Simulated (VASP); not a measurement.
Input of a VASP 6.6.1 run:

File INCAR:

```
SYSTEM = Se
  PREC = Accurate
  ENCUT = 520
  EDIFF = 1E-6
  ISMEAR = -1
  SIGMA = 0.1
  LREAL = .False.
  LASPH = .True.
  NELM = 60
  ALGO = Normal
  ISIF = 2
  LWAVE = .False.
  LCHARG = .False.
  GGA = PE
  NBANDS = 13
```

File KPOINTS:

```
Automatic mesh
0
Gamma
  11 11 11
  0 0 0
```

Contents of POSCAR:

```
Se
1.0
    0.0000000000      2.8108357649      2.8108357649
    2.8108357649      0.0000000000      2.8108357649
    2.8108357649      2.8108357649      0.0000000000
Se
2
Direct
   -0.1250000000     -0.1250000000     -0.1250000000
    0.1250000000      0.1250000000      0.1250000000
```

Potentials or basis: VASP PAW PBE potentials, release 64 (Se).

The run is started by

```sh
$ cat potpaw_PBE.64/Se/POTCAR > POTCAR
$ mpirun -np 1 vasp_std > vasp.out
```

Estimate the band gap on the k mesh.

zero (bands 6 and 7 overlap by 2.00 eV).

Estimate the pressure.

28.5 GPa.

Caveat: the cell stands under pressure.
